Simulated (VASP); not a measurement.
**Mo: single point with BLYP**

Mo:

```xyz
1
Lattice="2.7114 0.0000 0.0000 0.0000 2.7114 0.0000 0.0000 0.0000 2.7114" Properties=species:S:1:pos:R:3 pbc="T T T"
Mo    0.0000    0.0000    0.0000
```

This cell differs from its parent crystal: volume scaled by 1.08.

| Property | Result |
| --- | --- |
| Program | VASP 6.6.1 |
| Task | single point |
| Functional | BLYP |
| Potentials or basis | VASP PAW PBE potentials, release 64 (Mo_sv) |
| Cutoff | 520 eV |
| k mesh | 13 × 13 × 13 |
| Occupations | fermi-dirac, width 0.1 eV |
| Spin | no spin polarisation |

- Pressure: -11.2 GPa
- Band gap on the k mesh: zero (band 7 reaches 10.70 eV, above the bottom of band 8 at 8.91 eV)

Levels at points of the mesh, in eV from the Fermi level:
```
           k point  band 4  band 5  band 6  band 7  band 8  band 9  band 10  band 11
(0.00, 0.00, 0.00)  -34.50   -5.85   -3.57   -3.57    3.17    3.17     3.17    14.58
```

It took 9.3 s on 1 thread of Intel(R) Xeon(R) Platinum 8559C (Emerald Rapids), with other jobs on the host, peak memory 0.13 GiB.

Caveat: the PAW data sets were made with another functional, which shifts forces and pressure a little.
